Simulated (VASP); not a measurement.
Write the native input for VASP 6.6.1 that does the following.

```
Task                   : single point
Functional             : revPBE
Dispersion             : D3(BJ)
Potentials or basis    : VASP PAW PBE potentials, release 64 (Al)
Cutoff                 : 520 eV
k mesh                 : 12 × 12 × 12
Occupations            : methfessel-paxton, width 0.025 eV
Spin                   : collinear spin, ferromagnetic start
Starting moments       : [-0.37] μB
Dipole correction      : no
Further INCAR settings : ALGO = Normal; EDIFF = 1e-06; NBANDS = 12
```

The structure of Al lies in POSCAR:

```
Al
1.0
   -1.5811274444      1.5811274444      1.5811274444
    1.5811274444     -1.5811274444      1.5811274444
    1.5811274444      1.5811274444     -1.5811274444
Al
1
Direct
    0.0000000000      0.0000000000      0.0000000000
```

One way to write it, as run:

INCAR

```
SYSTEM = Al
ALGO = Normal ; EDIFF = 1E-6
ENCUT = 520 ; GGA = RE
ISIF = 2 ; ISMEAR = 1
ISPIN = 2 ; IVDW = 12
LASPH = .TRUE. ; LCHARG = .FALSE.
LORBIT = 11 ; LREAL = .FALSE.
LWAVE = .FALSE. ; MAGMOM = -0.37
NBANDS = 12 ; NELM = 150
PREC = Accurate ; SIGMA = 0.025
```

KPOINTS

```
k-points
0
G
  12 12 12
  0 0 0
```

Potentials or basis: VASP PAW PBE potentials, release 64 (Al).

Run with:

```bash
$ cat potpaw_PBE.64/Al/POTCAR > POTCAR
$ mpirun -np 1 vasp_std > vasp.out
```

Results of the run:

```json
{
 "Pressure": "-0.5 GPa",
 "Net moment": "0.01 μB per cell",
 "Valence electrons inside the program's atomic spheres": "Al 0.79",
 "Dispersion energy per atom": "-0.667 eV"
}
```

Caveat: three body term missing; the PAW data sets were made with another functional, which shifts forces and pressure a little; pairwise dispersion overbinds metals, which lowers pressure and volume.

Wall time 11 s on 1 thread of Intel(R) Xeon(R) 6975P-C (Granite Rapids), on a shared host, peak memory 0.14 GiB.
